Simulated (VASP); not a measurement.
# GaN (Fm-3m) in VASP: vibrations by perturbation theory with LDA

Aim: the vibrations by perturbation theory of GaN with LDA.

All numbers are computed with VASP 6.6.1; they aren't measurements. Logs are shortened: lines on timing, memory, paths and dates and some standing lists are left out, and cuts for length are marked.

## Step 1: The cell of the first run

It takes space group Fm-3m (No. 225, cubic). Conventional cell: a = 4.270 Å, b = 4.270 Å, c = 4.270 Å, α = 90.00°, β = 90.00°, γ = 90.00°. Within 2.8 Å of Ga (site symmetry m-3m) lie 6 N at 2.14 Å. N (site symmetry m-3m) has 6 Ga at 2.14 Å within 2.8 Å.

## Step 2: Vibrations by perturbation theory, LDA

Contents of INCAR:

```
ALGO     = Normal         # electronic algorithm
EDIFF    = 1E-8           # SCF threshold, eV
ENCUT    = 520            # plane-wave cutoff, eV
IBRION   = 8              # ionic algorithm
ISIF     = 2              # what is computed and relaxed
ISMEAR   = 0              # smearing method
LASPH    = True           # aspherical terms in the spheres
LCHARG   = False          # write CHGCAR
LEPSILON = True           # dielectric tensor by DFPT
LREAL    = False          # projectors in reciprocal space
LWAVE    = False          # write WAVECAR
NELM     = 100            # most SCF steps
NSW      = 1              # ionic steps
PREC     = Accurate       # precision mode
SIGMA    = 0.01           # smearing width, eV
```

Contents of KPOINTS:

```
k-points
0
Gamma
  8 8 8
```

Contents of POSCAR:

```
GaN
1.0
    0.0000000000      2.1352350000      2.1352350000
    2.1352350000      0.0000000000      2.1352350000
    2.1352350000      2.1352350000      0.0000000000
Ga N
1 1
Direct
    0.0000000000      0.0000000000      0.0000000000
    0.5000000000      0.5000000000      0.5000000000
```

Potentials or basis: VASP PAW LDA potentials, release 64 (Ga_d, N).

Command:

```console
cat potpaw_LDA.64/Ga_d/POTCAR potpaw_LDA.64/N/POTCAR > POTCAR
mpirun -np 1 vasp_std > vasp.out
```

OUTCAR:

```text
EDIFF = 1E-8
   ENCUT = 520
   IBRION = 8
   ISIF = 2
   ISMEAR = 0
   LASPH = True
   LEPSILON = True
   LREAL = False
   NELM = 100
   NSW = 1
   PREC = Accurate

 ion  position               nearest neighbor table
   1  0.000  0.000  0.000-   2 2.14   2 2.14   2 2.14   2 2.14   2 2.14   2 2.14
   2  0.500  0.500  0.500-   1 2.14   1 2.14   1 2.14   1 2.14   1 2.14   1 2.14

  LATTYP: Found a face centered cubic cell.
 ALAT       =     4.2704700000

  Lattice vectors:

 A1 = (   0.0000000000,   2.1352350000,   2.1352350000)
 A2 = (   2.1352350000,   0.0000000000,   2.1352350000)
 A3 = (   2.1352350000,   2.1352350000,   0.0000000000)

Analysis of symmetry for initial positions (statically):
=====================================================================
 Subroutine PRICEL returns:
 Original cell was already a primitive cell.

 Routine SETGRP: Setting up the symmetry group for a
 face centered cubic supercell.

 Subroutine GETGRP returns: Found 48 space group operations
 (whereof 48 operations were pure point group operations)
 out of a pool of 48 trial point group operations.

The static configuration has the point symmetry O_h .

Analysis of symmetry for dynamics (positions and initial velocities):
=====================================================================
 Subroutine PRICEL returns:
 Original cell was already a primitive cell.

 Routine SETGRP: Setting up the symmetry group for a
 face centered cubic supercell.

 Subroutine GETGRP returns: Found 48 space group operations
 (whereof 48 operations were pure point group operations)
 out of a pool of 48 trial point group operations.

The dynamic configuration has the point symmetry O_h .

 Subroutine INISYM returns: Found 48 space group operations
 (whereof 48 operations are pure point group operations),
 and found     1 'primitive' translations

----------------------------------------------------------------------------------------

                                     Primitive cell

  volume of cell :      19.4700

  direct lattice vectors                    reciprocal lattice vectors
     0.000000000  2.135235000  2.135235000    -0.234166263  0.234166263  0.234166263
     2.135235000  0.000000000  2.135235000     0.234166263 -0.234166263  0.234166263
     2.135235000  2.135235000  0.000000000     0.234166263  0.234166263 -0.234166263

  length of vectors
     3.019678296  3.019678296  3.019678296     0.405587864  0.405587864  0.405587864

  position of ions in fractional coordinates (direct lattice)
     0.000000000  0.000000000  0.000000000
     0.500000000  0.500000000  0.500000000

  ion indices of the primitive-cell ions
   primitive index   ion index
                 1           1
                 2           2

----------------------------------------------------------------------------------------

 KPOINTS: k-points

Automatic generation of k-mesh.
 Grid dimensions read from file:
 generate k-points for:    8    8    8

 Generating k-lattice:

  Cartesian coordinates                     Fractional coordinates (reciprocal lattice)
    -0.029270783  0.029270783  0.029270783     0.125000000  0.000000000  0.000000000
     0.029270783 -0.029270783  0.029270783     0.000000000  0.125000000  0.000000000
[... 533 lines left out ...]
  ---------------------------------------------------
  free energy    TOTEN  =        -0.44850819 eV

  energy without entropy =       -0.44850819

------------------------ aborting loop because EDIFF is reached ----------------------------------------

--------------------------------------- Ionic step        2  -------------------------------------------

------------------------ aborting loop because EDIFF is reached ----------------------------------------

--------------------------------------- Ionic step        3  -------------------------------------------

------------------------ aborting loop because EDIFF is reached ----------------------------------------

 PIEZOELECTRIC TENSOR FIELD DIRECTION 3  (e Angst)
 -----------------------------------------------------------------------------
     0.00054  0.00000  0.00000           ( -0.00001  0.00000  0.00000)
     0.00000  0.00054  0.00000           (  0.00000 -0.00001  0.00000)
     0.00000  0.00000 -0.00111           (  0.00000  0.00000 -0.00003)

 PIEZOELECTRIC TENSOR FIELD DIRECTION 3  (C/m^2)
 -----------------------------------------------------------------------------
     0.00045  0.00000  0.00000
     0.00000  0.00045  0.00000
     0.00000  0.00000 -0.00091

--------------------------------------- Ionic step        4  -------------------------------------------

------------------------ aborting loop because EDIFF is reached ----------------------------------------

[... ionic steps 5 to 6 ...]

--------------------------------------- Ionic step        7  -------------------------------------------

 Free energy of the ion-electron system (eV)
  ---------------------------------------------------
  ---------------------------------------------------
  free energy    TOTEN  =        -0.22673124 eV

  energy without entropy =       -0.22673124

------------------------ aborting loop because EDIFF is reached ----------------------------------------

 INTERNAL STRAIN TENSOR  FOR ION    2  DIRECTION 1   (eV/Angst):
 -----------------------------------------------------------------------------
    -0.10020 -0.00000  0.00000
     0.00000  0.01828 -0.00000
    -0.00000 -0.00000  0.01828

 MACROSCOPIC STATIC DIELECTRIC TENSOR (including local field effects in DFT)
 ------------------------------------------------------
           9.007722    -0.000000     0.000000
          -0.000000     9.007722     0.000000
          -0.000000    -0.000000     9.007722
 ------------------------------------------------------

 PIEZOELECTRIC TENSOR (including local field effects)  for field in x, y, z        (e  Angst)
          XX          YY          ZZ          XY          YZ          ZX
  --------------------------------------------------------------------------------
  x     0.00000     0.00000     0.00000     0.00000     0.00000     0.00000
  y     0.00000     0.00000     0.00000     0.00000     0.00000     0.00000
  z     0.00000     0.00000     0.00000     0.00000     0.00000     0.00000

 PIEZOELECTRIC TENSOR (including local field effects)  for field in x, y, z        (C/m^2)
          XX          YY          ZZ          XY          YZ          ZX
  --------------------------------------------------------------------------------
  x     0.00000     0.00000     0.00000     0.00000     0.00000     0.00000
  y     0.00000     0.00000     0.00000     0.00000     0.00000     0.00000
  z     0.00000     0.00000     0.00000     0.00000     0.00000     0.00000

 BORN EFFECTIVE CHARGES (including local field effects) (in |e|, cummulative output)
 ---------------------------------------------------------------------------------
 ion    1
    1     3.64359     0.00000     0.00000
    2     0.00000     3.64359    -0.00000
    3     0.00000    -0.00000     3.64359
 ion    2
    1    -3.64359     0.00000    -0.00000
    2     0.00000    -3.64359     0.00000
    3    -0.00000     0.00000    -3.64359

 INTERNAL STRAIN TENSOR FOR ION    2 for displacements in x,y,z  (eV/Angst):
          X           Y           Z          XY          YZ          ZX
  --------------------------------------------------------------------------------
  x     0.00000     0.00000     0.00000     0.00000     0.00000     0.00000
  y     0.00000     0.00000     0.00000     0.00000     0.00000     0.00000
  z     0.00000     0.00000     0.00000     0.00000     0.00000     0.00000

 SECOND DERIVATIVES (NOT SYMMETRIZED)
 ------------------------------------
               1X          1Y          1Z          2X          2Y          2Z
  1X    -1.271609    0.000000    0.000000    1.271609    0.000000    0.000000
  1Y     0.000000   -1.271609    0.000000    0.000000    1.271609    0.000000
  1Z     0.000000    0.000000   -1.271609    0.000000    0.000000    1.271609
  2X     1.250162    0.000000    0.000000   -1.250162    0.000000    0.000000
  2Y     0.000000    1.250162    0.000000    0.000000   -1.250162    0.000000
  2Z     0.000000    0.000000    1.250162    0.000000    0.000000   -1.250162

 Eigenvectors and eigenvalues of the dynamical matrix
 ----------------------------------------------------

   1 f  =    5.126437 THz    32.210352 2PiTHz  170.999522 cm-1    21.201229 meV
             X         Y         Z           dx          dy          dz
      0.000000  0.000000  0.000000     0.000000    0.411846    0.000000
      2.135235  2.135235  2.135235     0.000000   -0.911254    0.000000
[... 21 lines left out ...]
   6 f/i=    0.016362 THz     0.102808 2PiTHz    0.545792 cm-1     0.067669 meV
             X         Y         Z           dx          dy          dz
      0.000000  0.000000  0.000000     0.000000    0.000000    0.911254
      2.135235  2.135235  2.135235     0.000000    0.000000    0.411846

--------------------------------------------------------------------------------------------------------

 MACROSCOPIC STATIC DIELECTRIC TENSOR IONIC CONTRIBUTION
 ------------------------------------------------------
          97.851396    -0.000000     0.000000
          -0.000000    97.851396    -0.000000
           0.000000    -0.000000    97.851396
 ------------------------------------------------------

 ELASTIC MODULI CONTR FROM IONIC RELAXATION (kBar)
 Direction    XX          YY          ZZ          XY          YZ          ZX
 --------------------------------------------------------------------------------
 XX           0.0000      0.0000      0.0000      0.0000      0.0000      0.0000
 YY           0.0000      0.0000      0.0000      0.0000      0.0000      0.0000
 ZZ           0.0000      0.0000      0.0000      0.0000      0.0000      0.0000
 XY           0.0000      0.0000      0.0000      0.0000      0.0000      0.0000
 YZ           0.0000      0.0000      0.0000      0.0000      0.0000      0.0000
 ZX           0.0000      0.0000      0.0000      0.0000      0.0000      0.0000
 --------------------------------------------------------------------------------

 PIEZOELECTRIC TENSOR IONIC CONTR  for field in x, y, z        (C/m^2)
          XX          YY          ZZ          XY          YZ          ZX
  --------------------------------------------------------------------------------
  x     0.00000     0.00000     0.00000     0.00000     0.00000     0.00000
  y     0.00000     0.00000     0.00000     0.00000     0.00000     0.00000
  z     0.00000     0.00000     0.00000     0.00000     0.00000     0.00000
```

Wall time 79 s (1 thread of Intel Xeon 6975P-C, shared host); peak memory 0.17 GiB.

Results:

| Item | Value |
| --- | --- |
| Electronic dielectric tensor (diagonal) | 9.01 |
| Born charges (mean of the diagonal) | Ga +3.64; N -3.64 e |
| Highest phonon frequency at Γ, LO-TO splitting left out | 171 cm⁻¹ |

Phonon frequencies in cm⁻¹ (negative: imaginary):
| q point | frequencies |
| --- | --- |
| (0.000, 0.000, 0.000) | -1 -1 -1 171 171 171 |

Electronic dielectric tensor:
```
9.01 0.00 0.00
0.00 9.01 0.00
0.00 0.00 9.01
```

Born effective charge tensors (e):
atom 1, Ga
```
3.64 0.00 0.00
0.00 3.64 0.00
0.00 0.00 3.64
```
atom 2, N
```
-3.64  0.00  0.00
 0.00 -3.64  0.00
 0.00  0.00 -3.64
```

Caveat: the cell wasn't relaxed at this level first, which shifts response properties.
